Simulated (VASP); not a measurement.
Set up this calculation in VASP 6.6.1, as the native input.

```yaml
Task: single point
Functional: PBEsol
Potentials_or_basis: VASP PAW PBE potentials, release 64 (Mg, O)
Cutoff: 520 eV
k_mesh: 9 × 9 × 6
Occupations: gaussian, width 0.05 eV
Spin: no spin polarisation
Dipole_correction: no
Further_INCAR_settings: ALGO = Normal; EDIFF = 1e-07; NBANDS = 16
```

The structure of MgO lies in POSCAR:

```
MgO
1.0
    3.5763691814      0.0000000000      0.0000000000
   -1.7881845907      3.0972265644      0.0000000000
    0.0000000000      0.0000000000      3.9988201221
Mg O
2 2
Direct
    0.6666666667      0.3333333333      0.7500000000
    0.3333333333      0.6666666667      0.2500000000
    0.6666666667      0.3333333333      0.2500000000
    0.3333333333      0.6666666667      0.7500000000
```

This cell differs from its parent crystal: mode 5 frozen in at +0.000 Å, strain +e along z and -e/2 along x and y -0.0467.

The input as run:

INCAR

```
ALGO = Normal
EDIFF = 1E-7
ENCUT = 520
GGA = PS
ISIF = 2
ISMEAR = 0
LASPH = T
LCHARG = T
LELF = T
LREAL = F
LVHAR = T
LWAVE = F
NBANDS = 16
NELM = 80
PREC = Accurate
SIGMA = 0.05
```

KPOINTS

```
k-points
0
Gamma
  9 9 6
```

Potentials or basis: VASP PAW PBE potentials, release 64 (Mg, O).

The run is started by

```bash
$ cat potpaw_PBE.64/Mg/POTCAR potpaw_PBE.64/O/POTCAR > POTCAR
$ mpirun -np 1 vasp_std > vasp.out
```

Results of the run:

```json
{
  "Pressure": "1.7 GPa",
  "Band gap on the k mesh": "3.36 eV, direct"
}
```

Caveat: the cell differs from its parent crystal (mode 5 frozen in at +0.000 Å, strain +e along z and -e/2 along x and y -0.0467); the PAW data sets were made with another functional, which shifts forces and pressure a little.

Run time: 56 s on 1 thread of Intel(R) Xeon(R) Platinum 8375C CPU @ 2.90GHz (Ice Lake), with other jobs on the host, peak memory 0.17 GiB.
